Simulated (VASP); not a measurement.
Here is a VASP 6.6.1 calculation.

INCAR

```
SYSTEM = Ti
PREC = Accurate
ENCUT = 520
EDIFF = 1E-7
ISMEAR = -1
SIGMA = 0.08
LREAL = .False.
LASPH = .True.
NELM = 80
ALGO = Normal
ISIF = 2
LWAVE = .False.
LCHARG = .True.
GGA = PS
LELF = .True.
LVHAR = .True.
NBANDS = 19
```

Contents of KPOINTS:

```
Automatic mesh
0
Gamma
  18 18 10
  0 0 0
```

POSCAR

```
Ti
1.0
    2.8694209230      0.0000000000      0.0000000000
   -1.4347104615      2.4849914135      0.0000000000
    0.0000000000      0.0000000000      4.5468584669
Ti
2
Direct
    0.3333333333      0.6666666667      0.2500000000
    0.6666666667      0.3333333333      0.7500000000
```

Potentials or basis: VASP PAW PBE potentials, release 64 (Ti_sv).

The run is started by

```sh
$ cat potpaw_PBE.64/Ti_sv/POTCAR > POTCAR
$ mpirun -np 1 vasp_std > vasp.out
```

Question: Predict the band gap on the k mesh.

Answer: Zero (bands 12 and 13 overlap by 1.13 eV).

Question: Predict the pressure.

Answer: 3.7 GPa.

Caveat: the cell stands under pressure; the PAW data sets were made with another functional, which shifts forces and pressure a little.
